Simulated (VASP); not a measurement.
## HfH3: relaxation of cell and atoms with BLYP+D3(BJ)

HfH3:

```
Hf H
1.0
    -1.52651    1.52651    3.03403
     1.52651   -1.52651    3.03403
     1.52651    1.52651   -3.03403
Hf H
1 3
Direct
  0.00000 0.00000 0.00000
  0.75000 0.25000 0.50000
  0.25000 0.75000 0.50000
  0.50000 0.50000 0.00000
```

```json
{"Program": "VASP 6.6.1", "Task": "relaxation of cell and atoms", "Functional": "BLYP", "Dispersion": "D3(BJ)", "Potentials or basis": "VASP PAW PBE potentials, release 64 (Hf_pv, H)", "Cutoff": "600 eV", "k mesh": "12 × 12 × 12", "Occupations": "methfessel-paxton, width 0.1 eV", "Spin": "no spin polarisation", "Dipole correction": "no", "Further INCAR settings": "ALGO = Normal; EDIFF = 1e-07; IBRION = 2; EDIFFG = -0.05; NSW = 80; ISIF = 3"}
```

| Item | Value |
| --- | --- |
| Relaxed volume | 6.79 Å³/atom |
| Relaxed cell | a = 3.660 Å, b = 3.660 Å, c = 3.660 Å, α = 131.19°, β = 131.19°, γ = 71.51° |
| Space group after relaxing (to 0.1 Å) | I4/mmm (No. 139) |
| Energy gained by relaxing | 5.2 meV/atom |
| Ionic steps | 4 |
| Pressure after relaxing | 0.1 GPa |
| Band gap on the k mesh | zero (an odd number of electrons rules out a gap without spin polarisation) |
| Dispersion energy per atom | -0.462 eV |

Stress tensor (GPa, compression positive):
```
 0.58  0.00  0.00
 0.00  0.58  0.00
 0.00  0.00 -0.84
```

Step by step:
| step | energy change (eV) | largest force (eV/Å) | pressure (GPa) | volume (Å³) |
| --- | --- | --- | --- | --- |
| 1 | 0.0000 | 0.0000 | -5.23 | 28.28 |
| 2 | -0.0189 | 0.0000 | -0.67 | 27.35 |
| 3 | -0.0194 | 0.0000 | 0.24 | 27.18 |
| 4 | -0.0210 | 0.0000 | 0.11 | 27.16 |

Final structure:
```
Hf H
1.0
    -1.51210    1.51210    2.96975
     1.51210   -1.51210    2.96975
     1.51210    1.51210   -2.96975
Hf H
1 3
Direct
  0.00000 0.00000 0.00000
  0.75000 0.25000 0.50000
  0.25000 0.75000 0.50000
  0.50000 0.50000 0.00000
```

Levels at points of the mesh, in eV from the Fermi level:
| k point | band 4 | band 5 | band 6 | band 7 | band 8 | band 9 |
| --- | --- | --- | --- | --- | --- | --- |
| (0.00, 0.00, 0.00) | -12.68 | -4.11 | -2.18 | -1.28 | 0.71 | 0.71 |
| (0.50, 0.00, 0.00) | -8.66 | -7.16 | -2.35 | -2.18 | 0.67 | 2.63 |
| (0.50, 0.50, 0.00) | -8.05 | -7.53 | -4.97 | 1.16 | 1.27 | 3.90 |
| (0.50, 0.50, 0.50) | -8.80 | -7.98 | -5.64 | 3.65 | 3.65 | 3.79 |

Run time: 2.2 min on 1 thread of Intel(R) Xeon(R) 6975P-C (Granite Rapids) (shared host), peak memory 0.23 GiB.

Caveat: the PAW data sets were made with another functional, which shifts forces and pressure a little; spin-orbit coupling is left out, which moves the levels of the heavy elements; an odd number of electrons without spin polarisation forces a metal; a magnetic or distorted state may lie lower.
